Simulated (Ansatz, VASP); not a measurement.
## Zr in VASP and in Ansatz

```
Zr
1.0
     2.26375   -2.27278    0.00000
     2.26375    2.27278    0.00000
     0.00000    0.00000    9.05505
Zr
4
Direct
  0.75026 0.24974 0.12501
  0.74974 0.25026 0.62501
  0.24974 0.75026 0.87499
  0.25026 0.74974 0.37499
```

Alike in both runs: functional r2SCAN; k mesh 6 × 6 × 2; occupations gaussian, width 0.1 eV; no spin polarisation.

Ansatz relaxed the structure, and its values are those at the end. VASP's run is a single point on that final structure, the one shown.

|  | VASP | Ansatz |
| --- | --- | --- |
| version | VASP 6.6.1 | Ansatz 0.2.0 |
| potentials or method | VASP PAW PBE potentials, release 64 (Zr_sv), cutoff 520 eV | scalar-relativistic, plane waves, PAW |
| valence electrons in the cell | 48 | 48 |

|  | VASP | Ansatz | Ansatz less VASP |
| --- | --- | --- | --- |
| gap on the k mesh at the Fermi level (eV) | none | none | - |
| pressure (GPa) | 0.0 | 0.0 | -0.01 |

VASP's potentials were made for PBE, not for r2SCAN. A gap of «none» marks a metal or a gap that the smearing closes. The functional is the same, so the differences come from potentials, cutoffs and numerics.
